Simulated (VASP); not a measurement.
# BaZrO3 (Pm-3m) in VASP: further runs

Aim: see how the results for BaZrO3 move with the level of theory and the settings. Levels: HSE06, HSE03, LAK. Tasks: band structure, equation of state.

Program: VASP 6.6.1. These are calculated values, not measurements. Logs are shortened: lines on timing, memory, paths and dates and some standing lists are left out, and cuts for length are marked.

## (1) The cell of the first run

Symmetry: Pm-3m, No. 221, cubic system. Conventional cell: a = 4.191 Å, b = 4.191 Å, c = 4.191 Å, α = 90.00°, β = 90.00°, γ = 90.00°. Within 3.9 Å of Ba (site symmetry m-3m) lie 12 O at 2.96 Å and 8 Zr at 3.63 Å. Within 2.8 Å of Zr (site symmetry m-3m) lie 6 O at 2.10 Å. Within 2.8 Å of O (site symmetry 4/mmm) lie 2 Zr at 2.10 Å.

## (2) Band structure, HSE06

Contents of POSCAR:

```
BaZrO3
1.0
    4.1913400000      0.0000000000      0.0000000000
    0.0000000000      4.1913400000      0.0000000000
    0.0000000000      0.0000000000      4.1913400000
Ba Zr O
1 1 3
Direct
    0.0000000000      0.0000000000      0.0000000000
    0.5000000000      0.5000000000      0.5000000000
    0.5000000000      0.5000000000      0.0000000000
    0.5000000000      0.0000000000      0.5000000000
    0.0000000000      0.5000000000      0.5000000000
```

Contents of INCAR.step1:

```
SYSTEM = BaZrO3
PREC = Accurate ; ENCUT = 520
EDIFF = 1E-5 ; ISMEAR = 0
SIGMA = 0.02 ; LREAL = .FALSE.
LASPH = .TRUE. ; NELM = 80
ALGO = Normal ; ISIF = 2
LWAVE = .TRUE. ; LCHARG = .FALSE.
LMAXMIX = 4 ; NBANDS = 28
GGA = PE ; KPAR = 4
```

Contents of INCAR.step2:

```
SYSTEM = BaZrO3
PREC = Accurate ; ENCUT = 520
EDIFF = 1E-6 ; ISMEAR = 0
SIGMA = 0.02 ; LREAL = .FALSE.
LASPH = .TRUE. ; NELM = 80
ALGO = Normal ; ISIF = 2
LWAVE = .FALSE. ; LCHARG = .FALSE.
LMAXMIX = 4 ; GGA = PE
LHFCALC = .TRUE. ; HFSCREEN = 0.2
PRECFOCK = Fast ; NBANDS = 28
ISTART = 1 ; KPAR = 4
```

Contents of KPOINTS:

```
Automatic mesh
0
G
  4 4 4
  0 0 0
```

Contents of KPOINTS_OPT:

```
path GXMGRX,MR
12
line-mode
reciprocal
 0.0000000000  0.0000000000  0.0000000000  G
 0.0000000000  0.5000000000  0.0000000000  X

 0.0000000000  0.5000000000  0.0000000000  X
 0.5000000000  0.5000000000  0.0000000000  M

 0.5000000000  0.5000000000  0.0000000000  M
 0.0000000000  0.0000000000  0.0000000000  G

 0.0000000000  0.0000000000  0.0000000000  G
 0.5000000000  0.5000000000  0.5000000000  R

 0.5000000000  0.5000000000  0.5000000000  R
 0.0000000000  0.5000000000  0.0000000000  X

 0.5000000000  0.5000000000  0.0000000000  M
 0.5000000000  0.5000000000  0.5000000000  R
```

Potentials or basis: VASP PAW PBE potentials, release 64 (Ba_sv, Zr_sv, O).

The run is started by

```sh
> cat potpaw_PBE.64/Ba_sv/POTCAR potpaw_PBE.64/Zr_sv/POTCAR potpaw_PBE.64/O/POTCAR > POTCAR
> cp INCAR.step1 INCAR
> mpirun -np 4 vasp_std > vasp.out
> cp INCAR.step2 INCAR
> mpirun -np 4 vasp_std > vasp.out
```

OUTCAR:

```text
SYSTEM = BaZrO3
   PREC = Accurate
   ENCUT = 520
   EDIFF = 1E-6
   ISMEAR = 0
   LREAL = .FALSE.
   LASPH = .TRUE.
   NELM = 80
   ISIF = 2
   GGA = PE
   LHFCALC = .TRUE.
   HFSCREEN = 0.2
   PRECFOCK = Fast
   ISTART = 1

 ion  position               nearest neighbor table
   1  0.000  0.000  0.000-   3 2.96   4 2.96   5 2.96   4 2.96   5 2.96   3 2.96   5 2.96   5 2.96
                             3 2.96   4 2.96   4 2.96   3 2.96   2 3.63   2 3.63   2 3.63   2 3.63
   2  0.500  0.500  0.500-   3 2.10   4 2.10   5 2.10   3 2.10   4 2.10   5 2.10   1 3.63   1 3.63
                             1 3.63   1 3.63   1 3.63   1 3.63   1 3.63   1 3.63
   3  0.500  0.500  0.000-   2 2.10   2 2.10   1 2.96   1 2.96   1 2.96   1 2.96
   4  0.500  0.000  0.500-   2 2.10   2 2.10   1 2.96   1 2.96   1 2.96   1 2.96
   5  0.000  0.500  0.500-   2 2.10   2 2.10   1 2.96   1 2.96   1 2.96   1 2.96

  LATTYP: Found a simple cubic cell.
 ALAT       =     4.1913400000

  Lattice vectors:

 A1 = (   4.1913400000,   0.0000000000,   0.0000000000)
 A2 = (   0.0000000000,   4.1913400000,   0.0000000000)
 A3 = (   0.0000000000,   0.0000000000,   4.1913400000)

Analysis of symmetry for initial positions (statically):
=====================================================================
 Subroutine PRICEL returns:
 Original cell was already a primitive cell.

 Routine SETGRP: Setting up the symmetry group for a
 simple cubic supercell.

 Subroutine GETGRP returns: Found 48 space group operations
 (whereof 48 operations were pure point group operations)
 out of a pool of 48 trial point group operations.

The static configuration has the point symmetry O_h .

Analysis of symmetry for dynamics (positions and initial velocities):
=====================================================================
 Subroutine PRICEL returns:
 Original cell was already a primitive cell.

 Routine SETGRP: Setting up the symmetry group for a
 simple cubic supercell.

 Subroutine GETGRP returns: Found 48 space group operations
 (whereof 48 operations were pure point group operations)
 out of a pool of 48 trial point group operations.

The dynamic configuration has the point symmetry O_h .

 Subroutine INISYM returns: Found 48 space group operations
 (whereof 48 operations are pure point group operations),
 and found     1 'primitive' translations

----------------------------------------------------------------------------------------
[... 94 lines left out ...]
   PSTRESS=    0.0 pullay stress
   NELECT =      40.0000    total number of electrons
   NUPDOWN=      -1.0000    fix difference up-down
   EMIN   =  10.00;   EMAX   =-10.00  energy-range for DOS
   EFERMI =   0.00;   METHOD = LEGACY
   ISMEAR =     0;   SIGMA  =   0.02  broadening in eV -4-tet -1-fermi 0-gaus
   EFERMI_NEDOS =   21; number of points for ismear=-14 and -15
   IALGO  =     38    algorithm
   IMIX   =      1    mixing-type and parameters
     AMIX     =   0.40;   BMIX     =  1.00
     AMIX_MAG =   1.60;   BMIX_MAG =  1.00
  volume/ion in A,a.u.               =      14.73        99.38
  Fermi-wavevector in a.u.,A,eV,Ry     =   1.335802  2.524299 24.277770  1.784366
  Thomas-Fermi vector in A             =   2.464478
   LORBIT       =      0    0 simple, 1 ext, 2 COOP (PROOUT), +10 PAW based schemes
   GGA     = PE    functional components
   LHFCALC =     T    Hartree Fock is set to
   PRECFOCK=fast      Normal, Fast or Accurate (Low or Medium for compatibility)
   ENCUT4O =  -1.0   cutoff for four orbital integrals eV
   NKREDX  =     1    reduce k-point grid by
   NKREDY  =     1    reduce k-point grid by
   NKREDZ  =     1    reduce k-point grid by
   AEXX    =    0.2500 exact exchange contribution
   HFSCREEN=    0.2000 screening length (either q_TF or 0.3 A-1)
   HFSCREENC=   0.2000 screening length for correlation (either q_TF or 0.3 A-1)
   ENCUTFOCK=  -1.0 apply spherical cutoff to Coloumb kernel
   IVDW    =     0    specifies the selected vdW correction
   LEPSILON=     F    determine dielectric tensor
   LRPA    =     F    only Hartree local field effects (RPA)
 non-spin polarized calculation
 Gauss-broadening in eV      SIGMA  =   0.02
  energy-cutoff  :      520.00
  volume of cell :       73.63
 maximum number of plane-waves:      2000
 NGX is ok and might be reduce to    32
  NGX = 18; NGY = 18; NGZ = 18

 number of electron      40.0000000 magnetization

 Free energy of the ion-electron system (eV)
  ---------------------------------------------------
  ext. energy  EPLUGINS =         0.00000000
  ---------------------------------------------------
  free energy    TOTEN  =       -49.90718734 eV

  energy without entropy =      -49.90718734  energy(sigma->0) =      -49.90718734

 E-fermi :   2.9395     XC(G=0):  -8.8516

 val. band max:        2.7393469768   @ k =   0.5000   0.5000   0.5000
 cond. band min:       7.4309490012   @ k =   0.0000   0.0000   0.0000
 fundamental gap:      4.6916020245
 Fermi energy:         2.9394797814

 k-point     1 :       0.0000    0.0000    0.0000
  band No.  band energies     occupation
      1     -47.1574      2.00000
      2     -23.9421      2.00000
      3     -23.9421      2.00000
      4     -23.9421      2.00000
      5     -23.9413      2.00000
      6     -15.2304      2.00000
[... 299 lines left out ...]
     27      13.6699      0.00000
     28      13.6699      0.00000

------------------------ aborting loop because EDIFF is reached ----------------------------------------

  FORCE on cell =-STRESS in cart. coord.  units (eV):
  Direction    XX          YY          ZZ          XY          YZ          ZX
  --------------------------------------------------------------------------------------
  -------------------------------------------------------------------------------------
  Total        0.5230266      0.5230266      0.5230266     -0.0000000      0.0000000      0.0000000
  in kB       11.3808761     11.3808761     11.3808761     -0.0000000      0.0000000      0.0000000
  external PRESSURE =      11.3808761 kB  Pullay stress =       0.0000000 kB

 VOLUME and BASIS-vectors are now :
 -----------------------------------------------------------------------------
  energy-cutoff  :      520.00
  volume of cell :       73.63
      direct lattice vectors                 reciprocal lattice vectors
     4.191340000  0.000000000  0.000000000     0.238587182  0.000000000  0.000000000
     0.000000000  4.191340000  0.000000000     0.000000000  0.238587182  0.000000000
     0.000000000  0.000000000  4.191340000     0.000000000  0.000000000  0.238587182

 POSITION                                       TOTAL-FORCE (eV/Angst)
 -----------------------------------------------------------------------------------
      0.00000      0.00000      0.00000         0.000000      0.000000      0.000000
      2.09567      2.09567      2.09567         0.000000      0.000000      0.000000
      2.09567      2.09567      0.00000         0.000000      0.000000      0.000000
      2.09567      0.00000      2.09567         0.000000      0.000000      0.000000
      0.00000      2.09567      2.09567         0.000000      0.000000      0.000000
 -----------------------------------------------------------------------------------
    total drift:                               -0.000000     -0.000001     -0.000001

  FREE ENERGIE OF THE ION-ELECTRON SYSTEM (eV)
  ---------------------------------------------------
  free  energy   TOTEN  =       -49.9071873406 eV

  energy  without entropy=      -49.9071873406  energy(sigma->0) =      -49.90718734
```

It took 28 min on 4 MPI ranks of Intel Xeon Platinum 8488C (Sapphire Rapids), shared host; peak memory 0.34 GiB.

Results:

- Free energy: -49.9072 eV
- Pressure: 1.1 GPa
- Band gap on the k mesh: 4.69 eV (least direct gap 4.98 eV)
- Band gap along the path: 4.69 eV (least direct gap 4.98 eV)

Levels at the corners of the path, in eV from the valence-band top:
```
point  band 16  band 17  band 18  band 19  band 20  band 21  band 22  band 23  band 24  band 25
    Γ    -1.07    -1.07    -0.29    -0.29    -0.29     4.69     4.69     4.69     6.16     6.16
    X    -1.82    -1.82    -1.76    -0.57    -0.57     5.18     7.43     7.43     8.05     8.32
    X    -1.82    -1.82    -1.76    -0.57    -0.57     5.18     7.43     7.43     8.05     8.32
    M    -2.52    -1.00    -1.00    -0.97    -0.08     7.38     7.38     8.15     8.19     9.53
    M    -2.52    -1.00    -1.00    -0.97    -0.08     7.38     7.38     8.15     8.19     9.53
    Γ    -1.07    -1.07    -0.29    -0.29    -0.29     4.69     4.69     4.69     6.16     6.16
    Γ    -1.07    -1.07    -0.29    -0.29    -0.29     4.69     4.69     4.69     6.16     6.16
    R    -2.69    -2.69     0.00     0.00     0.00     7.56     7.56     7.56     8.88     8.88
    R    -2.69    -2.69     0.00     0.00     0.00     7.56     7.56     7.56     8.88     8.88
    X    -1.82    -1.82    -1.76    -0.57    -0.57     5.18     7.43     7.43     8.05     8.32
    M    -2.52    -1.00    -1.00    -0.97    -0.08     7.38     7.38     8.15     8.19     9.53
    R    -2.69    -2.69     0.00     0.00     0.00     7.56     7.56     7.56     8.88     8.88
```

Caveat: the PAW data sets were made with another functional, which shifts forces and pressure a little; spin-orbit coupling is left out, which moves the levels of the heavy elements.

(Continued in part 2 of 2.)
